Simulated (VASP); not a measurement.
Here is a VASP 6.6.1 calculation.

File POSCAR:

```
TaW5
1.0
    3.1984602466      0.0000000000      0.0000000000
    0.0000000000      3.1984602466      0.0000000000
    0.0000000000      0.0000000000      9.6333362753
Ta W
1 5
Direct
    0.5000000000      0.5000000000      0.5000000000
    0.0000000000      0.0000000000      0.0000000000
    0.5000000000      0.5000000000      0.1652674463
    0.0000000000      0.0000000000      0.3285636457
    0.0000000000      0.0000000000      0.6714363543
    0.5000000000      0.5000000000      0.8347325537
```

The input INCAR.step1:

```
ALGO = Normal
EDIFF = 1E-5
ENCUT = 550
GGA = PE
GGA_COMPAT = False
ISMEAR = 0
LASPH = True
LCHARG = False
LREAL = False
LWAVE = True
NBANDS = 50
NELM = 120
PREC = Accurate
SIGMA = 0.1
```

The input INCAR.step2:

```
ALGO = Normal
EDIFF = 1E-6
ENCUT = 550
GGA_COMPAT = False
ISIF = 2
ISMEAR = 0
ISTART = 1
LASPH = True
LCHARG = False
LMIXTAU = True
LREAL = False
LWAVE = False
METAGGA = R2SCAN
NBANDS = 50
NELM = 120
PREC = Accurate
SIGMA = 0.1
```

KPOINTS

```
k-points
0
Gamma
  12 12 4
```

Potentials or basis: VASP PAW PBE potentials, release 64 (Ta_pv, W_sv).

The run is started by

```console
$ cat potpaw_PBE.64/Ta_pv/POTCAR potpaw_PBE.64/W_sv/POTCAR > POTCAR
$ cp INCAR.step1 INCAR
$ mpirun -np 1 vasp_std > vasp.out
$ cp INCAR.step2 INCAR
$ mpirun -np 1 vasp_std > vasp.out
```

Question: What does it give for the largest force?

Answer: 0.076 eV/Å.

Question: Estimate the pressure.

Answer: -3.1 GPa.

Question: Predict the band gap on the k mesh.

Answer: Zero (an odd number of electrons rules out a gap without spin polarisation).

Forces in eV/Å, atoms in the order of the input:
```
Ta   0.000  0.000  0.000
W    0.000  0.000  0.000
W    0.000  0.000  0.021
W    0.000  0.000 -0.076
W    0.000  0.000  0.076
W    0.000  0.000 -0.021
```

Caveat: the cell stands under tension; the PAW data sets were made with another functional, which shifts forces and pressure a little; spin-orbit coupling is left out, which moves the levels of the heavy elements.
